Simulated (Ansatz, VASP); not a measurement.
MoS2: VASP beside Ansatz

```
Mo S
1.0
     0.00000    2.97343    2.97343
     2.97343    0.00000    2.97343
     2.97343    2.97343    0.00000
Mo S
1 2
Direct
  0.00000 0.00000 0.00000
  0.25000 0.25000 0.25000
  0.75000 0.75000 0.75000
```

Change from the starting cell: species swapped into the EuF2 type (Fm-3m, No. 225).

Alike in both runs: functional PBE; k mesh 6 × 6 × 6; occupations gaussian, width 0.1 eV; collinear spin.

Ansatz relaxed the structure, and its values are those at the end. VASP's run is a single point on that final structure, the one shown.

```csv
,VASP,Ansatz
version,VASP 6.6.1,Ansatz 0.2.0
potentials or method,"VASP PAW PBE potentials, release 64 (Mo_sv, S), cutoff 520 eV","scalar-relativistic, plane waves, PAW"
valence electrons in the cell,26,26
```

Ansatz gave:

| Item | Value |
| --- | --- |
| gap on the k mesh at the Fermi level (eV) | none |
| pressure (GPa) | 0.0 |
| net moment per atom (μB) | 0.62 |
| size of the moment on the site where the two differ most (μB) | 1.37 |

Q: Estimate VASP's values.

A: gap on the k mesh at the Fermi level (eV): none; pressure (GPa): 0.0; net moment per atom (μB): 0.62; size of the moment on the site where the two differ most (μB): 1.62.

Site moments also hang on the region over which each program counts them. A gap of «none» marks a metal or a gap that the smearing closes.
